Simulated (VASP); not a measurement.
# ZrNiS (P4/nmm) in VASP: single point with PBE

Aim: the single point of ZrNiS with PBE.

All numbers are computed with VASP 6.6.1; they aren't measurements. Logs are shortened: lines on timing, memory, paths and dates and some standing lists are left out, and cuts for length are marked.

### 1 The cell of the first run

It takes space group P4/nmm (No. 129, tetragonal). Conventional cell: a = 3.470 Å, b = 3.470 Å, c = 7.807 Å, α = 90.00°, β = 90.00°, γ = 90.00°. Zr (site symmetry 4mm) has 5 S at 2.61 to 2.82 Å and 4 Ni at 2.69 Å and 4 Zr at 3.47 Å within 3.5 Å. Within 3.5 Å of S (site symmetry 4mm) lie 5 Zr at 2.61 to 2.82 Å and 8 S at 3.13 to 3.47 Å and 4 Ni at 3.41 Å. Within 3.2 Å of Ni (site symmetry -4m2) lie 4 Ni at 2.45 Å and 4 Zr at 2.69 Å.

### 2 Single point, PBE, non-collinear spin, typed start

File INCAR:

```
SYSTEM = ZrNiS
ALGO     = Normal         ! electronic algorithm
EDIFF    = 1E-6           ! SCF threshold, eV
ENCUT    = 520            ! plane-wave cutoff, eV
GGA      = PE             ! functional
ISIF     = 2              ! what is computed and relaxed
ISMEAR   = -1             ! smearing method
LASPH    = .True.         ! aspherical terms in the spheres
LCHARG   = .True.         ! write CHGCAR
LMAXMIX  = 4              ! l up to which the mixer works
LNONCOLLINEAR= .True.         ! non-collinear magnetism
LORBIT   = 11             ! projections on sites
LREAL    = .False.        ! projectors in reciprocal space
LVHAR    = .True.       
LWAVE    = .False.        ! write WAVECAR
MAGMOM   = 0 0 0 0 0 0 0 0 0 0 0 0 0.466 1.939 -0.149 0.791 -1.576 0.943 ! initial moments
NBANDS   = 72             ! bands
NELM     = 150            ! most SCF steps
PREC     = Accurate       ! precision mode
SIGMA    = 0.0296         ! smearing width, eV
```

File KPOINTS:

```
k-points
0
Gamma
  5 5 3
  0 0 0
```

File POSCAR:

```
ZrNiS
1.0
    3.4695968381      0.0000000000      0.0000000000
    0.0000000000      3.4695968381      0.0000000000
    0.0000000000      0.0000000000      7.8067101179
Zr S Ni
2 2 2
Direct
    0.0000000000      0.5000000000      0.2627403057
    0.5000000000      0.0000000000      0.7372596943
    0.0000000000      0.5000000000      0.6240643555
    0.5000000000      0.0000000000      0.3759356445
    0.0000000000      0.0000000000      0.0000000000
    0.5000000000      0.5000000000      0.0000000000
```

Potentials or basis: VASP PAW PBE potentials, release 64 (Zr_sv, S, Ni).

Command:

```bash
$ cat potpaw_PBE.64/Zr_sv/POTCAR potpaw_PBE.64/S/POTCAR potpaw_PBE.64/Ni/POTCAR > POTCAR
$ mpirun -np 1 vasp_ncl > vasp.out
```

OUTCAR:

```text
SYSTEM = ZrNiS
   EDIFF = 1E-6
   ENCUT = 520
   GGA = PE
   ISIF = 2
   ISMEAR = -1
   LASPH = .True.
   LNONCOLLINEAR = .True.
   LORBIT = 11
   LREAL = .False.
   NELM = 150
   PREC = Accurate

 ion  position               nearest neighbor table
   1  0.000  0.500  0.263-   4 2.61   4 2.61   4 2.61   4 2.61   5 2.69   6 2.69   6 2.69   5 2.69
                             3 2.82
   2  0.500  0.000  0.737-   3 2.61   3 2.61   3 2.61   3 2.61   6 2.69   6 2.69   5 2.69   5 2.69
                             4 2.82
   3  0.000  0.500  0.624-   2 2.61   2 2.61   2 2.61   2 2.61   1 2.82
   4  0.500  0.000  0.376-   1 2.61   1 2.61   1 2.61   1 2.61   2 2.82
   5  0.000  0.000  0.000-   6 2.45   6 2.45   6 2.45   6 2.45   2 2.69   2 2.69   1 2.69   1 2.69

   6  0.500  0.500  0.000-   5 2.45   5 2.45   5 2.45   5 2.45   2 2.69   1 2.69   1 2.69   2 2.69

  LATTYP: Found a simple tetragonal cell.
 ALAT       =     3.4695968381
 C/A-ratio  =     2.2500337884

  Lattice vectors:

 A1 = (   3.4695968381,   0.0000000000,   0.0000000000)
 A2 = (   0.0000000000,   3.4695968381,   0.0000000000)
 A3 = (   0.0000000000,   0.0000000000,   7.8067101179)

Analysis of symmetry for initial positions (statically):
=====================================================================
 Subroutine PRICEL returns:
 Original cell was already a primitive cell.

 Routine SETGRP: Setting up the symmetry group for a
 simple tetragonal supercell.

 Subroutine GETGRP returns: Found 16 space group operations
 (whereof  8 operations were pure point group operations)
 out of a pool of 16 trial point group operations.

The static configuration has the point symmetry D_2d.
 The point group associated with its full space group is D_4h.

Analysis of symmetry for dynamics (positions and initial velocities):
=====================================================================
 Subroutine PRICEL returns:
 Original cell was already a primitive cell.

 Routine SETGRP: Setting up the symmetry group for a
 simple tetragonal supercell.

 Subroutine GETGRP returns: Found 16 space group operations
 (whereof  8 operations were pure point group operations)
 out of a pool of 16 trial point group operations.

The dynamic configuration has the point symmetry D_2d.
 The point group associated with its full space group is D_4h.

Analysis of structural, dynamic, and magnetic symmetry:
=====================================================================
 Subroutine PRICEL returns:
[... 167 lines left out ...]
 cond. band min:       9.6735782988   @ k =  -0.2000   0.2000  -0.3333
 fundamental gap:      0.1102213543
 Fermi energy:         9.6728928491

 k-point     1 :       0.0000    0.0000    0.0000
  band No.  band energies     occupation
      1     -39.5555      1.00000
      2     -39.5553      1.00000
      3     -39.5529      1.00000
      4     -39.5527      1.00000
      5     -17.6767      1.00000
      6     -17.6764      1.00000
[... 1693 lines left out ...]
     67      13.5374      0.00000
     68      13.5376      0.00000

 [... further k-points ...]

 [bands above 68 left out]

------------------------ aborting loop because EDIFF is reached ----------------------------------------

  FORCE on cell =-STRESS in cart. coord.  units (eV):
  Direction    XX          YY          ZZ          XY          YZ          ZX
  --------------------------------------------------------------------------------------
  -------------------------------------------------------------------------------------
  Total        2.9801953      2.9801987      2.9452361      0.0000049      0.0000119      0.0000082
  in kB       50.8076641     50.8077218     50.2116644      0.0000837      0.0002030      0.0001396
  external PRESSURE =      50.6090167 kB  Pullay stress =       0.0000000 kB

 VOLUME and BASIS-vectors are now :
 -----------------------------------------------------------------------------
  energy-cutoff  :      520.00
  volume of cell :       93.98
      direct lattice vectors                 reciprocal lattice vectors
     3.469596838  0.000000000  0.000000000     0.288217925  0.000000000  0.000000000
     0.000000000  3.469596838  0.000000000     0.000000000  0.288217925  0.000000000
     0.000000000  0.000000000  7.806710118     0.000000000  0.000000000  0.128094932

 POSITION                                       TOTAL-FORCE (eV/Angst)
 -----------------------------------------------------------------------------------
      0.00000      1.73480      2.05114        -0.000002     -0.000002     -0.004835
      1.73480      0.00000      5.75557         0.000000      0.000003      0.004835
      0.00000      1.73480      4.87189        -0.000000     -0.000001      0.003013
      1.73480      0.00000      2.93482         0.000002      0.000000     -0.003021
      0.00000      0.00000      0.00000         0.000001     -0.000000      0.000004
      1.73480      1.73480      0.00000         0.000000     -0.000001      0.000004
 -----------------------------------------------------------------------------------
    total drift:                               -0.000001      0.000003     -0.000001

  FREE ENERGIE OF THE ION-ELECTRON SYSTEM (eV)
  ---------------------------------------------------
  free  energy   TOTEN  =       -41.7836851959 eV

  energy  without entropy=      -41.7772066047  energy(sigma->0) =      -41.78044590

 total charge

# of ion       s       p       d       tot
------------------------------------------
    1        2.171   5.995   1.650   9.816
    2        2.171   5.995   1.650   9.816
    3        1.331   2.451   0.000   3.782
    4        1.331   2.451   0.000   3.782
    5        0.566   0.395   8.371   9.332
    6        0.566   0.395   8.371   9.332
--------------------------------------------------
tot          8.135  17.682  20.041  45.858

 magnetization (x)

# of ion       s       p       d       tot
------------------------------------------
    1        0.000   0.000   0.000   0.000
    2        0.000   0.000   0.000   0.000
    3        0.000   0.000   0.000   0.000
    4        0.000   0.000   0.000   0.000
    5        0.000   0.000  -0.000  -0.000
    6        0.000   0.000  -0.000  -0.000
--------------------------------------------------
tot          0.000   0.000  -0.000   0.000

 magnetization (y)

# of ion       s       p       d       tot
------------------------------------------
    1        0.000   0.000   0.000   0.000
    2        0.000   0.000   0.000   0.000
    3        0.000  -0.000   0.000  -0.000
    4        0.000  -0.000   0.000  -0.000
    5        0.000   0.000  -0.000  -0.000
    6        0.000   0.000   0.000   0.000
--------------------------------------------------
tot          0.000   0.000  -0.000   0.000

 magnetization (z)

# of ion       s       p       d       tot
------------------------------------------
    1        0.000   0.000   0.000   0.000
    2        0.000   0.000   0.000   0.000
    3        0.000   0.000   0.000   0.000
    4        0.000   0.000   0.000   0.000
    5        0.000   0.000  -0.000  -0.000
    6        0.000   0.000  -0.000  -0.000
--------------------------------------------------
tot          0.000   0.000  -0.000   0.000
```

OSZICAR:

```text
N       E                     dE             d eps       ncg     rms          rms(c)
DAV:   1     0.682360510429E+03    0.68236E+03   -0.24771E+04 10800   0.172E+03
DAV:   2     0.514689056468E+02   -0.63089E+03   -0.60273E+03 10944   0.490E+02
DAV:   3    -0.354356362231E+02   -0.86905E+02   -0.80416E+02 13688   0.183E+02
DAV:   4    -0.437348494250E+02   -0.82992E+01   -0.80993E+01 16096   0.515E+01
DAV:   5    -0.444993100123E+02   -0.76446E+00   -0.76301E+00 19048   0.124E+01    0.293E+01
DAV:   6    -0.496415253797E+02   -0.51422E+01   -0.46641E+01 13680   0.849E+01    0.269E+01
DAV:   7    -0.415652792306E+02    0.80762E+01   -0.26091E+01 14728   0.772E+01    0.111E+01
DAV:   8    -0.418096161707E+02   -0.24434E+00   -0.43736E+00 14992   0.107E+01    0.417E+00
DAV:   9    -0.417950000851E+02    0.14616E-01   -0.64071E-01 14488   0.808E+00    0.232E+00
DAV:  10    -0.417843170529E+02    0.10683E-01   -0.11772E-01 16296   0.479E+00    0.130E+00
DAV:  11    -0.418094934412E+02   -0.25176E-01   -0.95608E-02 15704   0.722E+00    0.193E+00
DAV:  12    -0.417837443623E+02    0.25749E-01   -0.54055E-02 15648   0.575E+00    0.536E-01
DAV:  13    -0.417837271302E+02    0.17232E-04   -0.68336E-03 14544   0.631E-01    0.259E-01
DAV:  14    -0.417837184836E+02    0.86466E-05   -0.84468E-04 17000   0.248E-01    0.103E-01
DAV:  15    -0.417836837089E+02    0.34775E-04   -0.24980E-04 16808   0.186E-01    0.305E-02
DAV:  16    -0.417836850340E+02   -0.13252E-05   -0.70535E-05 14392   0.859E-02    0.160E-02
DAV:  17    -0.417836851959E+02   -0.16194E-06   -0.69716E-06 14176   0.163E-02
   1 F= -.41783685E+02 E0= -.41780446E+02  d E =-.647859E-02  mag=     0.0003     0.0001     0.0002
```

stdout:

```text
POSCAR found type information on POSCAR ZrS Ni
 POSCAR found :  3 types and       6 ions
 scaLAPACK will be used
 LDA part: xc-table for (Slater+PW92), standard interpolation
 POSCAR, INCAR and KPOINTS ok, starting setup
 FFT: planning ... GRIDC
 FFT: planning ... GRID_SOFT
 FFT: planning ... GRID
 WAVECAR not read
 entering main loop
```

Run time: 28 min. Hardware: 1 thread of Intel Xeon 8259CL, shared host; peak memory 0.87 GiB.

Results:

- Free energy: -41.7837 eV
- Pressure: 5.1 GPa
- Largest force: 0.005 eV/Å
- Band gap on the k mesh: zero (bands 56 and 57 overlap by 0.19 eV)
- Net moment: 0.00 μB per cell
- Valence electrons inside the program's atomic spheres: Zr 9.82; S 3.78; Ni 9.33

Forces in eV/Å, atoms in the order of the input:
```
Zr   0.000  0.000 -0.005
Zr   0.000  0.000  0.005
S    0.000  0.000  0.003
S    0.000  0.000 -0.003
Ni   0.000  0.000  0.000
Ni   0.000  0.000  0.000
```

Moments on the atoms (μB; x, y, z):
```
Zr  0.00 0.00 0.00
Zr  0.00 0.00 0.00
S   0.00 0.00 0.00
S   0.00 0.00 0.00
Ni  0.00 0.00 0.00
Ni  0.00 0.00 0.00
```

Caveat: the k points lie up to 0.36 Å⁻¹ apart.

The gap in the log of VASP goes by the Fermi energy; the results here count the filled bands.